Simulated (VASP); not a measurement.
**Au: single point with r2SCAN**

Au:

```
Au
1.0
    -1.63769    1.63769    1.63769
     1.63769   -1.63769    1.63769
     3.27538    3.27538    0.00000
Au
2
Direct
  0.91986 0.91986 0.00000
  0.58014 0.58014 0.50000
```

This cell differs from its parent crystal: atoms displaced along a vibrational mode.

- Program: VASP 6.6.1
- Task: single point
- Functional: r2SCAN
- Potentials or basis: VASP PAW PBE potentials, release 64 (Au)
- Cutoff: 520 eV
- k mesh: 22 × 22 × 14
- Occupations: gaussian, width 0.15 eV
- Spin: no spin polarisation

```
Pressure               : 9.0 GPa
Largest force          : 1.359 eV/Å
Band gap on the k mesh : zero (bands 11 and 12 overlap by 6.39 eV)
```

Forces on the atoms (eV/Å):
```
Au   0.000  0.000  1.359
Au   0.000  0.000 -1.359
```

Stress tensor (GPa, compression positive):
```
11.73 12.01  0.00
12.01 11.73  0.00
 0.00  0.00  3.64
```

Levels at points of the mesh, in eV from the Fermi level:
```tsv
k point	band 7	band 8	band 9	band 10	band 11	band 12	band 13	band 14	band 15	band 16
(0.00, 0.00, 0.00)	-3.50	-3.30	-3.27	-2.74	-2.37	-0.25	3.84	14.10	15.80	16.51
(0.50, 0.00, 0.00)	-3.67	-2.92	-2.75	-2.53	-0.04	0.95	5.86	7.51	8.08	11.97
(0.50, 0.50, 0.00)	-2.80	-1.91	-1.69	-1.63	-0.33	3.40	6.62	6.74	8.14	9.15
(0.00, 0.00, 0.50)	-3.50	-3.50	-2.94	-2.94	-2.51	-2.51	12.48	12.48	14.69	14.69
(0.50, 0.00, 0.50)	-2.89	-2.89	-1.87	-1.87	0.20	0.20	3.25	3.25	13.51	13.51
(0.50, 0.50, 0.50)	-2.34	-2.34	-1.75	-1.75	3.67	3.67	3.90	3.90	8.96	8.96
```

Run time: 36 min on 1 thread of Oxide Virtual Turin-like Processor, with other jobs on the host, peak memory 0.58 GiB.

Caveat: the cell differs from its parent crystal (atoms displaced along a vibrational mode); the cell stands under pressure; the PAW data sets were made with another functional, which shifts forces and pressure a little; spin-orbit coupling is left out, which moves the levels of the heavy elements.
